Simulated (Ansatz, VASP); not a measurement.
**Two plane-wave programs on Ca**

```
Ca
1.0
     3.48866    0.00000    0.00000
     0.00000    3.48866    0.00000
     0.00000    0.00000    3.48866
Ca
1
Cartesian
  0.0000 0.0000 0.0000
```

Alike in both runs: task single point; functional PBE; dispersion D3(BJ); k mesh 8 × 8 × 8; occupations gaussian, width 0.1 eV; no spin polarisation.

|  | VASP | Ansatz |
| --- | --- | --- |
| version | VASP 6.6.1 | Ansatz 0.2.0 |
| potentials or method | VASP PAW PBE potentials, release 64 (Ca_sv), cutoff 520 eV | scalar-relativistic, plane waves, PAW |
| valence electrons in the cell | 10 | 10 |

|  | VASP | Ansatz | Ansatz less VASP |
| --- | --- | --- | --- |
| gap on the k mesh at the Fermi level (eV) | none | none | - |
| pressure (GPa) | -0.5 | -0.5 | 0.00 |

A gap of «none» marks a metal or a gap that the smearing closes.
